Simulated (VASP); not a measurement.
# NaH (Pm-3m) in VASP: a series of runs

The runs below take NaH through single point, with PBE.

Everything below comes from runs of VASP 6.6.1. Logs are shortened: lines on timing, memory, paths and dates and some standing lists are left out, and cuts for length are marked.

## Step 1: The cell of the first run

Symmetry: Pm-3m, No. 221, cubic system. Conventional cell: a = 2.904 Å, b = 2.904 Å, c = 2.904 Å, α = 90.00°, β = 90.00°, γ = 90.00°. Na (site symmetry m-3m) has 8 H at 2.52 Å and 6 Na at 2.90 Å within 3.3 Å. Within 3.3 Å of H (site symmetry m-3m) lie 8 Na at 2.52 Å and 6 H at 2.90 Å.

## Step 2: Single point, PBE (volume changed by -6%)

The input, INCAR:

```
PREC = Accurate
ENCUT = 520
EDIFF = 1E-6
ISMEAR = 0
SIGMA = 0.01
LREAL = False
LASPH = True
NELM = 100
ALGO = Normal
ISIF = 2
LWAVE = False
LCHARG = False
GGA = PE
NBANDS = 11
```

The input, KPOINTS:

```
Automatic mesh
0
Gamma
  8 8 8
```

The input, POSCAR:

```
NaH
1.0
    2.9044527264      0.0000000000      0.0000000000
    0.0000000000      2.9044527264      0.0000000000
    0.0000000000      0.0000000000      2.9044527264
Na H
1 1
Direct
    0.0000000000      0.0000000000      0.0000000000
    0.5000000000      0.5000000000      0.5000000000
```

Potentials or basis: VASP PAW PBE potentials, release 64 (Na_pv, H).

Command:

```bash
$ cat potpaw_PBE.64/Na_pv/POTCAR potpaw_PBE.64/H/POTCAR > POTCAR
$ mpirun -np 1 vasp_std > vasp.out
```

OUTCAR:

```text
PREC = Accurate
   ENCUT = 520
   EDIFF = 1E-6
   ISMEAR = 0
   LREAL = False
   LASPH = True
   NELM = 100
   ISIF = 2
   GGA = PE

 ion  position               nearest neighbor table
   1  0.000  0.000  0.000-
   2  0.500  0.500  0.500-

  LATTYP: Found a simple cubic cell.
 ALAT       =     2.9044527264

  Lattice vectors:

 A1 = (   2.9044527264,   0.0000000000,   0.0000000000)
 A2 = (   0.0000000000,   2.9044527264,   0.0000000000)
 A3 = (   0.0000000000,   0.0000000000,   2.9044527264)

Analysis of symmetry for initial positions (statically):
=====================================================================
 Subroutine PRICEL returns:
 Original cell was already a primitive cell.

 Routine SETGRP: Setting up the symmetry group for a
 simple cubic supercell.

 Subroutine GETGRP returns: Found 48 space group operations
 (whereof 48 operations were pure point group operations)
 out of a pool of 48 trial point group operations.

The static configuration has the point symmetry O_h .

Analysis of symmetry for dynamics (positions and initial velocities):
=====================================================================
 Subroutine PRICEL returns:
 Original cell was already a primitive cell.

 Routine SETGRP: Setting up the symmetry group for a
 simple cubic supercell.

 Subroutine GETGRP returns: Found 48 space group operations
 (whereof 48 operations were pure point group operations)
 out of a pool of 48 trial point group operations.

The dynamic configuration has the point symmetry O_h .

 Subroutine INISYM returns: Found 48 space group operations
 (whereof 48 operations are pure point group operations),
 and found     1 'primitive' translations

----------------------------------------------------------------------------------------

                                     Primitive cell

  volume of cell :      24.5015

  direct lattice vectors                    reciprocal lattice vectors
     2.904452726  0.000000000  0.000000000     0.344298942  0.000000000  0.000000000
     0.000000000  2.904452726  0.000000000     0.000000000  0.344298942  0.000000000
     0.000000000  0.000000000  2.904452726     0.000000000  0.000000000  0.344298942

  length of vectors
     2.904452726  2.904452726  2.904452726     0.344298942  0.344298942  0.344298942

  position of ions in fractional coordinates (direct lattice)
     0.000000000  0.000000000  0.000000000
     0.500000000  0.500000000  0.500000000

  ion indices of the primitive-cell ions
   primitive index   ion index
                 1           1
                 2           2

----------------------------------------------------------------------------------------

 KPOINTS: Automatic mesh

Automatic generation of k-mesh.
 Grid dimensions read from file:
 generate k-points for:    8    8    8

 Generating k-lattice:

  Cartesian coordinates                     Fractional coordinates (reciprocal lattice)
     0.043037368  0.000000000  0.000000000     0.125000000  0.000000000  0.000000000
     0.000000000  0.043037368  0.000000000     0.000000000  0.125000000  0.000000000
     0.000000000  0.000000000  0.043037368     0.000000000  0.000000000  0.125000000

  Length of vectors
     0.043037368  0.043037368  0.043037368

  Shift w.r.t. Gamma in fractional coordinates (k-lattice)
     0.000000000  0.000000000  0.000000000

 Subroutine IBZKPT returns following result:
 ===========================================

 Found     35 irreducible k-points:

 Following reciprocal coordinates:
            Coordinates               Weight
  0.000000  0.000000  0.000000      1.000000
  0.125000  0.000000  0.000000      6.000000
  0.250000  0.000000  0.000000      6.000000
  0.375000  0.000000  0.000000      6.000000
  0.500000  0.000000  0.000000      3.000000
  0.125000  0.125000  0.000000     12.000000
[... 16 lines left out ...]
  0.375000  0.375000  0.125000     24.000000
  0.500000  0.375000  0.125000     24.000000
 [... further k-points ...]
   k-points           NKPTS =     35   k-points in BZ     NKDIM =     35   number of bands    NBANDS=     11
   number of dos      NEDOS =    301   number of ions     NIONS =      2
   total plane-waves  NPLWV =  13824
   dimension x,y,z NGX =    24 NGY =   24 NGZ =   24
   dimension x,y,z NGXF=    48 NGYF=   48 NGZF=   48
   ions per type =               1   1
   NGX,Y,Z   is equivalent  to a cutoff of  13.74, 13.74, 13.74 a.u.
   NGXF,Y,Z  is equivalent  to a cutoff of  27.47, 27.47, 27.47 a.u.
 SYSTEM =  unknown system
   PREC   = accura    normal or accurate (medium, high low for compatibility)
   ISTART =      0    job   : 0-new  1-cont  2-samecut
   ICHARG =      2    charge: 1-file 2-atom 10-const
   ISPIN  =      1    spin polarized calculation?
   LNONCOLLINEAR =      F non collinear calculations
   LSORBIT =      F    spin-orbit coupling
   LASPH  =      T    aspherical Exc in radial PAW
   ENCUT  =  520.0 eV  38.22 Ry    6.18 a.u.   5.40  5.40  5.40*2*pi/ulx,y,z
   NELM   =    100;   NELMIN=  2; NELMDL= -5     # of ELM steps
   EDIFF  = 0.1E-05   stopping-criterion for ELM
   LREAL  =      F    real-space projection
   EDIFFG = 0.1E-04   stopping-criterion for IOM
   NSW    =      0    number of steps for IOM
   IBRION =     -1    ionic relax: 0-MD 1-quasi-New 2-CG
   NFREE  =      0    steps in history (QN), initial steepest desc. (CG)
   ISIF   =      2    stress and relaxation
   ISYM   =      2    0-nonsym 1-usesym 2-fastsym
   POTIM  = 0.5000    time-step for ionic-motion
   TEBEG  =    0.0;   TEEND  =   0.0 temperature during run
   PSTRESS=    0.0 pullay stress
   NELECT =       8.0000    total number of electrons
   NUPDOWN=      -1.0000    fix difference up-down
   EMIN   =  10.00;   EMAX   =-10.00  energy-range for DOS
   EFERMI =   0.00;   METHOD = LEGACY
   ISMEAR =     0;   SIGMA  =   0.01  broadening in eV -4-tet -1-fermi 0-gaus
   EFERMI_NEDOS =   21; number of points for ismear=-14 and -15
   IALGO  =     38    algorithm
   IMIX   =      4    mixing-type and parameters
     AMIX     =   0.40;   BMIX     =  1.00
     AMIX_MAG =   1.60;   BMIX_MAG =  1.00
  volume/ion in A,a.u.               =      12.25        82.67
  Fermi-wavevector in a.u.,A,eV,Ry     =   1.127303  2.130293 17.290436  1.270811
  Thomas-Fermi vector in A             =   2.263988
   LORBIT       =      0    0 simple, 1 ext, 2 COOP (PROOUT), +10 PAW based schemes
   GGA     = PE    functional components
   LHFCALC =     F    Hartree Fock is set to
   AEXX    =    0.0000 exact exchange contribution
   IVDW    =     0    specifies the selected vdW correction
   LEPSILON=     F    determine dielectric tensor
   LRPA    =     F    only Hartree local field effects (RPA)
 non-spin polarized calculation
 Gauss-broadening in eV      SIGMA  =   0.01
  energy-cutoff  :      520.00
  volume of cell :       24.50
 maximum number of plane-waves:       691
 NGX is ok and might be reduce to    24
   NGX = 11   NGY = 11   NGZ = 11

 number of electron       8.0000010 magnetization

 Free energy of the ion-electron system (eV)
  ---------------------------------------------------
  ext. energy  EPLUGINS =         0.00000000
  ---------------------------------------------------
  free energy    TOTEN  =        -4.76469092 eV

  energy without entropy =       -4.76469092  energy(sigma->0) =       -4.76469092

 E-fermi :   1.6497     XC(G=0):  -8.3425

 val. band max:        1.5798647594   @ k =   0.5000   0.5000   0.5000
 cond. band min:       2.6126789403   @ k =   0.5000   0.0000   0.0000
 fundamental gap:      1.0328141808
 Fermi energy:         1.6497422289

 k-point     1 :       0.0000    0.0000    0.0000
  band No.  band energies     occupation
      1     -22.9929      2.00000
      2     -22.9929      2.00000
      3     -22.9929      2.00000
      4      -4.5896      2.00000
      5      10.6688      0.00000
      6      12.7509      0.00000
      7      12.7509      0.00000
      8      14.4456      0.00000
      9      14.4456      0.00000
     10      14.4456      0.00000
     11      27.9770      0.00000

 k-point     2 :       0.1250    0.0000    0.0000
  band No.  band energies     occupation
      1     -23.0237      2.00000
      2     -22.9903      2.00000
      3     -22.9903      2.00000
      4      -4.3353      2.00000
      5       9.0926      0.00000
      6      11.7779      0.00000
      7      13.0181      0.00000
      8      14.6319      0.00000
      9      14.6319      0.00000
     10      17.6021      0.00000
     11      25.8785      0.00000

 k-point     3 :       0.2500    0.0000    0.0000
  band No.  band energies     occupation
      1     -23.0973      2.00000
      2     -22.9838      2.00000
      3     -22.9838      2.00000
      4      -3.6123      2.00000
      5       6.1496      0.00000
      6      12.1242      0.00000
      7      13.8095      0.00000
      8      15.1709      0.00000
      9      15.1709      0.00000
     10      21.8972      0.00000
     11      23.0443      0.00000

 k-point     4 :       0.3750    0.0000    0.0000
  band No.  band energies     occupation
      1     -23.1700      2.00000
      2     -22.9774      2.00000
      3     -22.9774      2.00000
      4      -2.5986      2.00000
      5       3.7173      0.00000
      6      12.6578      0.00000
      7      15.0592      0.00000
      8      15.9512      0.00000
      9      15.9512      0.00000
     10      20.1354      0.00000
     11      21.0176      0.00000

 k-point     5 :       0.5000    0.0000    0.0000
  band No.  band energies     occupation
      1     -23.1998      2.00000
      2     -22.9747      2.00000
      3     -22.9747      2.00000
      4      -1.9710      2.00000
      5       2.6127      0.00000
      6      12.9097      0.00000
      7      16.1037      0.00000
      8      16.4521      0.00000
      9      16.4521      0.00000
     10      18.5375      0.00000
     11      20.0568      0.00000
[... 211 lines left out ...]
 k-point    21 :       0.3750    0.2500    0.1250
  band No.  band energies     occupation
      1     -23.1488      2.00000
      2     -23.0703      2.00000
      3     -22.9961      2.00000
      4      -1.6094      2.00000
      5       4.9705      0.00000
      6       8.4676      0.00000
      7      12.0562      0.00000
      8      14.2434      0.00000
      9      17.9816      0.00000
     10      19.5615      0.00000
     11      22.2940      0.00000

 k-point    22 :       0.5000    0.2500    0.1250
  band No.  band energies     occupation
      1     -23.1769      2.00000
      2     -23.0665      2.00000
      3     -22.9933      2.00000
      4      -1.0892      2.00000
      5       4.0021      0.00000
      6       9.0421      0.00000
      7      12.5632      0.00000
      8      13.1946      0.00000
      9      17.1944      0.00000
     10      19.7141      0.00000
     11      23.4191      0.00000

 k-point    23 :       0.3750    0.3750    0.1250
  band No.  band energies     occupation
      1     -23.1396      2.00000
      2     -23.1344      2.00000
      3     -22.9895      2.00000
      4      -0.8432      2.00000
      5       5.7638      0.00000
      6       6.6153      0.00000
      7      11.2913      0.00000
      8      13.5494      0.00000
      9      18.3923      0.00000
     10      18.5890      0.00000
     11      22.3746      0.00000

 k-point    24 :       0.5000    0.3750    0.1250
  band No.  band energies     occupation
      1     -23.1644      2.00000
      2     -23.1322      2.00000
      3     -22.9868      2.00000
      4      -0.4169      2.00000
      5       5.2304      0.00000
      6       6.9992      0.00000
      7      10.2439      0.00000
      8      13.9742      0.00000
      9      17.6254      0.00000
     10      18.7752      0.00000
     11      23.1809      0.00000

 [... further k-points ...]
[... 5 lines left out ...]
  --------------------------------------------------------------------------------------
  -------------------------------------------------------------------------------------
  Total        0.2398275      0.2398275      0.2398275      0.0000000      0.0000000     -0.0000000
  in kB       15.6825495     15.6825495     15.6825495      0.0000000      0.0000000     -0.0000000
  external PRESSURE =      15.6825495 kB  Pullay stress =       0.0000000 kB

 VOLUME and BASIS-vectors are now :
 -----------------------------------------------------------------------------
  energy-cutoff  :      520.00
  volume of cell :       24.50
      direct lattice vectors                 reciprocal lattice vectors
     2.904452726  0.000000000  0.000000000     0.344298942  0.000000000  0.000000000
     0.000000000  2.904452726  0.000000000     0.000000000  0.344298942  0.000000000
     0.000000000  0.000000000  2.904452726     0.000000000  0.000000000  0.344298942

 POSITION                                       TOTAL-FORCE (eV/Angst)
 -----------------------------------------------------------------------------------
      0.00000      0.00000      0.00000         0.000000      0.000000      0.000000
      1.45223      1.45223      1.45223         0.000000      0.000000      0.000000
 -----------------------------------------------------------------------------------
    total drift:                                0.000000      0.000000      0.000000

  FREE ENERGIE OF THE ION-ELECTRON SYSTEM (eV)
  ---------------------------------------------------
  free  energy   TOTEN  =        -4.7646909157 eV

  energy  without entropy=       -4.7646909157  energy(sigma->0) =       -4.76469092
```

It took 2.7 s on 1 thread of Intel Xeon 6975P-C (Granite Rapids), shared host; peak memory 0.13 GiB.

What came out:

| Item | Value |
| --- | --- |
| Free energy | -4.7647 eV |
| Pressure | 1.6 GPa |
| Band gap on the k mesh | 1.03 eV, indirect (least direct gap 4.58 eV) |

Levels at points of the mesh, in eV from the valence-band top:
```
           k point  band 1  band 2  band 3  band 4  band 5  band 6  band 7  band 8  band 9
(0.00, 0.00, 0.00)  -24.57  -24.57  -24.57   -6.17    9.09   11.17   11.17   12.87   12.87
(0.50, 0.00, 0.00)  -24.78  -24.55  -24.55   -3.55    1.03   11.33   14.52   14.87   14.87
(0.50, 0.50, 0.00)  -24.74  -24.74  -24.54   -1.83    4.36    4.36    7.07   15.14   19.08
(0.50, 0.50, 0.50)  -24.71  -24.71  -24.71    0.00    6.97    6.97    6.97    9.44    9.44
```

Caveat: the cell differs from its parent crystal (volume changed by -6%).

## Step 3: Single point, PBE

This run uses another cell than the first one, of 12.61 Å³/atom, 1.029 times its volume.

The input, INCAR:

```
SYSTEM = NaH
  PREC = Accurate
  ENCUT = 520
  EDIFF = 1E-6
  ISMEAR = 0
  SIGMA = 0.01
  LREAL = .False.
  LASPH = .True.
  NELM = 60
  ALGO = Normal
  ISIF = 2
  LWAVE = .False.
  LCHARG = .False.
  GGA = PE
  NBANDS = 11
```

The input, KPOINTS:

```
regular mesh
0
Gamma
  8 8 8
  0 0 0
```

The input, POSCAR:

```
NaH
1.0
    2.9323911999      0.0000000000      0.0000000000
    0.0000000000      2.9323911999      0.0000000000
    0.0000000000      0.0000000000      2.9323911999
Na H
1 1
Direct
    0.0000000000      0.0000000000      0.0000000000
    0.5000000000      0.5000000000      0.5000000000
```

Potentials or basis: VASP PAW PBE potentials, release 64 (Na_pv, H).

Command:

```bash
$ cat potpaw_PBE.64/Na_pv/POTCAR potpaw_PBE.64/H/POTCAR > POTCAR
$ mpirun -np 1 vasp_std > vasp.out
```

Wall time 2.9 s (1 thread of Intel Xeon 6975P-C (Granite Rapids), shared host); peak memory 0.13 GiB.

Results (log left out):

- Free energy: -4.7703 eV
- Pressure: 0.8 GPa
- Band gap on the k mesh: 1.03 eV, indirect (least direct gap 4.50 eV)

Levels at points of the mesh, in eV from the valence-band top:
| k point | band 1 | band 2 | band 3 | band 4 | band 5 | band 6 | band 7 | band 8 |
| --- | --- | --- | --- | --- | --- | --- | --- | --- |
| (0.00, 0.00, 0.00) | -24.56 | -24.56 | -24.56 | -6.03 | 8.84 | 11.06 | 11.06 | 12.66 |
| (0.50, 0.00, 0.00) | -24.75 | -24.55 | -24.55 | -3.47 | 1.03 | 11.09 | 14.35 | 14.68 |
| (0.50, 0.50, 0.00) | -24.72 | -24.72 | -24.53 | -1.77 | 4.31 | 4.31 | 6.93 | 14.89 |
| (0.50, 0.50, 0.50) | -24.69 | -24.69 | -24.69 | 0.00 | 6.93 | 6.93 | 6.93 | 9.27 |

## Step 4: Single point, PBE

This run uses another cell than the first one, of 13.03 Å³/atom, 1.064 times its volume.

The input, INCAR:

```
SYSTEM = NaH
PREC     = Accurate       ! precision mode
ENCUT    = 520            ! plane-wave cutoff, eV
EDIFF    = 1E-6           ! SCF threshold, eV
ISMEAR   = 0              ! smearing method
SIGMA    = 0.01           ! smearing width, eV
LREAL    = .FALSE.        ! projectors in reciprocal space
LASPH    = .TRUE.         ! aspherical terms in the spheres
NELM     = 60             ! most SCF steps
ALGO     = Normal         ! electronic algorithm
ISIF     = 2              ! what is computed and relaxed
LWAVE    = .FALSE.        ! write WAVECAR
LCHARG   = .FALSE.        ! write CHGCAR
GGA      = PE             ! functional
NBANDS   = 11             ! bands
```

The input, KPOINTS:

```
regular mesh
0
G
  8 8 8
  0 0 0
```

The input, POSCAR:

```
NaH
1.0
    2.9649794954      0.0000000000      0.0000000000
    0.0000000000      2.9649794954      0.0000000000
    0.0000000000      0.0000000000      2.9649794954
Na H
1 1
Direct
    0.0000000000      0.0000000000      0.0000000000
    0.5000000000      0.5000000000      0.5000000000
```

Command:

```bash
$ cat potpaw_PBE.64/Na_pv/POTCAR potpaw_PBE.64/H/POTCAR > POTCAR
$ mpirun -np 1 vasp_std > vasp.out
```

Wall time 2.8 s (1 thread of Intel Xeon 6975P-C (Granite Rapids), shared host); peak memory 0.13 GiB.

It converged, with:

```yaml
Free_energy: -4.7725 eV
Pressure: -0.1 GPa
Band_gap_on_the_k_mesh: 1.03 eV, indirect (least direct gap 4.40 eV)
```

Levels at points of the mesh, in eV from the valence-band top:
```
           k point  band 2  band 3  band 4  band 5  band 6  band 7
(0.00, 0.00, 0.00)  -24.55  -24.55   -5.87    8.57   10.93   10.93
(0.50, 0.00, 0.00)  -24.54  -24.54   -3.37    1.03   10.81   14.14
(0.50, 0.50, 0.00)  -24.70  -24.52   -1.71    4.26    4.26    6.77
(0.50, 0.50, 0.50)  -24.67  -24.67    0.00    6.89    6.89    6.89
```

A k mesh can miss the band edges.

## Step 5: Summary

| cell | gap on the mesh (eV) | pressure (GPa) |
| --- | --- | --- |
| a = 2.904 Å, 2 atoms | 1.03 | 1.6 |
| a = 2.932 Å, 2 atoms | 1.03 | 0.8 |
| a = 2.965 Å, 2 atoms | 1.03 | -0.1 |

Alike in all rows: task single point; level PBE; potentials or basis VASP PAW PBE potentials, release 64 (Na_pv, H); no spin polarisation; k mesh 8 × 8 × 8; cutoff (eV) 520; smearing gaussian 0.01 eV.

Total energies depend on the potentials used, so only differences within one code and one set of settings carry meaning.
